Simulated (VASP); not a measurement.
Sb2Se3:

```
Sb Se
1.0
     4.70241    0.00000    0.00000
    -2.35121    4.07241    0.00000
     0.00000    0.00000    8.39878
Sb Se
2 3
Cartesian
  0.0000 0.0000 6.7488
  0.0000 0.0000 1.6500
  2.3512 0.0000 4.1994
  -1.1756 2.0362 4.1994
  1.1756 2.0362 4.1994
```

The cell was generated, and may not be a known phase.

* Program: VASP 6.6.1
* Task: relaxation of cell and atoms
* Functional: PBE
* Potentials or basis: VASP PAW PBE potentials, release 64 (Sb, Se)
* Cutoff: 500 eV
* k mesh: 3 × 3 × 2
* Occupations: gaussian, width 0.15 eV
* Spin: no spin polarisation

At the start: pressure 9.2 GPa; volume 32.17 Å³/atom.

Problem. Where does the relaxation end?

Solution. Over 7 steps the energy falls by 606.4 meV/atom and the volume is 38.55 Å³/atom (+19.9 %); space group P6/mmm (No. 191, to 0.1 Å) before and after.

Step by step:
```tsv
step	energy change (eV)	largest force (eV/Å)	pressure (GPa)	volume (Å³)
1	0.0000	2.1960	9.17	160.84
2	-2.3569	1.9564	-2.18	205.73
3	-2.4269	1.8888	-2.92	212.82
4	-2.9082	1.5682	-0.22	198.26
5	-2.9841	0.0064	-1.33	201.73
6	-2.9845	0.0897	-1.26	201.51
7	-3.0320	0.0148	-0.17	192.77
```

Final structure:
```
CELL_PARAMETERS angstrom
5.44442 0.00000 0.00000
-2.72221 4.71501 0.00000
0.00000 0.00000 7.50924
ATOMIC_POSITIONS crystal
Sb 0.00000 0.00000 0.82787
Sb 0.00000 0.00000 0.17213
Se 0.50000 0.00000 0.50000
Se 0.00000 0.50000 0.50000
Se 0.50000 0.50000 0.50000
```

Caveat: the k points lie up to 0.44 Å⁻¹ apart in the final cell; the volume moved by over 15 % at a fixed basis, so the end points are rough.
